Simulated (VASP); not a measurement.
Here is a VASP 6.6.1 calculation.

The input INCAR:

```
SYSTEM = ScTa3F
ALGO = Fast
EDIFF = 1E-7
ENCUT = 520
GGA = PE
ISIF = 2
ISMEAR = 0
LASPH = .True.
LCHARG = .True.
LELF = .True.
LREAL = .False.
LVHAR = .True.
LWAVE = .False.
NBANDS = 34
NELM = 60
PREC = Accurate
SIGMA = 0.1
```

Contents of KPOINTS:

```
k-points
0
Gamma
  12 12 8
  0 0 0
```

POSCAR

```
ScTa3F
1.0
    4.8034634101      0.0000000000      0.0000000000
   -2.4017317051      4.1599213393      0.0000000000
    0.0000000000      0.0000000000      5.2159691638
Sc Ta F
1 3 1
Direct
    0.3333333333      0.6666666667      0.5000000000
    0.0000000000      0.0000000000      0.7291308029
    0.0000000000      0.0000000000      0.2708691971
    0.6666666667      0.3333333333      0.5000000000
    0.6666666667      0.3333333333      0.0000000000
```

Potentials or basis: VASP PAW PBE potentials, release 64 (Sc_sv, Ta_pv, F).

Run with:

```bash
$ cat potpaw_PBE.64/Sc_sv/POTCAR potpaw_PBE.64/Ta_pv/POTCAR potpaw_PBE.64/F/POTCAR > POTCAR
$ mpirun -np 1 vasp_std > vasp.out
```

Problem. What does it give for the band gap on the k mesh?

Solution. Zero (an odd number of electrons rules out a gap without spin polarisation).

Problem. Estimate the pressure.

Solution. 0.1 GPa.

Stress tensor (GPa, compression positive):
```
-0.01  0.00  0.00
 0.00 -0.01  0.00
 0.00  0.00  0.25
```

Caveat: spin-orbit coupling is left out, which moves the levels of the heavy elements.
